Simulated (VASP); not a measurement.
Ge:

```
CELL_PARAMETERS angstrom
3.99759 0.00000 0.00000
-1.99879 3.46201 0.00000
0.00000 0.00000 6.59938
ATOMIC_POSITIONS crystal
Ge 0.66667 0.33333 0.06290
Ge 0.33333 0.66667 0.56290
Ge 0.66667 0.33333 0.43710
Ge 0.33333 0.66667 0.93710
```

This isn't the form of Ge at room conditions, which is diamond.

| Quantity | Value |
| --- | --- |
| Program | VASP 6.6.1 |
| Task | relaxation of cell and atoms |
| Functional | BLYP |
| Dispersion | D3(BJ) |
| Potentials or basis | VASP PAW PBE potentials, release 64 (Ge_d) |
| Cutoff | 600 eV |
| k mesh | 7 × 7 × 4 |
| Occupations | fermi-dirac, width 0.1 eV |
| Spin | no spin polarisation |

At the start: pressure 1.9 GPa; volume 22.83 Å³/atom.

**Question.** Where does the relaxation end?

**Answer.** Over 6 steps the energy falls by 4.1 meV/atom and the volume is 23.55 Å³/atom (+3.1 %); space group P6_3/mmc (No. 194, to 0.1 Å) before and after.

Step by step:
```csv
step,energy change (eV),largest force (eV/Å),pressure (GPa),volume (Å³)
1,0.0000,0.0337,1.86,91.33
2,-0.0154,0.0268,-0.29,94.87
3,-0.0162,0.0166,-0.09,94.26
4,-0.0162,0.0141,0.03,94.11
5,-0.0162,0.0159,-0.02,94.17
6,-0.0162,0.0028,-0.01,94.19
```

Final structure:
```
Ge
1.0
     4.03911    0.00000    0.00000
    -2.01955    3.49797    0.00000
     0.00000    0.00000    6.66625
Ge
4
Direct
  0.66667 0.33333 0.06299
  0.33333 0.66667 0.56299
  0.66667 0.33333 0.43701
  0.33333 0.66667 0.93701
```

Caveat: the PAW data sets were made with another functional, which shifts forces and pressure a little.
